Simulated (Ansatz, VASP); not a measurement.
# Two plane-wave programs on Na

The input INCAR:

```
PREC     = Accurate       # precision mode
ENCUT    = 520            # plane-wave cutoff, eV
EDIFF    = 1E-7           # SCF threshold, eV
ISMEAR   = -1             # smearing method
SIGMA    = 0.05           # smearing width, eV
LREAL    = F              # projectors in reciprocal space
LASPH    = T              # aspherical terms in the spheres
NELM     = 100            # most SCF steps
ALGO     = Normal         # electronic algorithm
ISIF     = 2              # what is computed and relaxed
LWAVE    = F              # write WAVECAR
LCHARG   = F              # write CHGCAR
GGA      = PE             # functional
NBANDS   = 10             # bands
```

The input KPOINTS:

```
Automatic mesh
0
Gamma
  9 9 9
```

The input POSCAR:

```
Na
1.0
   -2.1266304395      2.1266304395      2.1266304395
    2.1266304395     -2.1266304395      2.1266304395
    2.1266304395      2.1266304395     -2.1266304395
Na
1
Direct
    0.0000000000      0.0000000000      0.0000000000
```

Contents of input.yaml:

```yaml
crystal:
  lattice:
    - [-2.1266304395, 2.1266304395, 2.1266304395]
    - [2.1266304395, -2.1266304395, 2.1266304395]
    - [2.1266304395, 2.1266304395, -2.1266304395]
  atoms:
    - { symbol: Na, position: [0.0, 0.0, 0.0] }
hamiltonian:
  xc: pbe
  pseudopotentials: { kind: paw }
kpoints:
  mp_grid: { grid: [9, 9, 9] }
scf:
  occupations: { method: fermi_dirac, width: 0.05 }
output:
  forces: true
  stress: true
  eigenvalues: true
  write_density: true
  write_potential: true
  elf: true
  volumetric_format: npy
```

Alike in both runs: task single point; functional PBE; k mesh 9 × 9 × 9; occupations fermi-dirac, width 0.05 eV; no spin polarisation.

|  | VASP | Ansatz |
| --- | --- | --- |
| version | VASP 6.6.1 | Ansatz 0.2.0 |
| potentials or method | VASP PAW PBE potentials, release 64 (Na_pv) | Ansatz PAW |
| plane-wave cutoff (eV) | 520 | 420 |
| valence electrons in the cell | 7 | 9 |

```tsv
	VASP	Ansatz	Ansatz less VASP
gap on the k mesh at the Fermi level (eV)	none	none	-
pressure (GPa)	-0.3	-0.3	+0.01
```

A gap of «none» marks a metal or a gap that the smearing closes. VASP's potentials hold 7 valence electrons a cell and Ansatz's 9, so a difference there can come from the potentials and not from the codes.
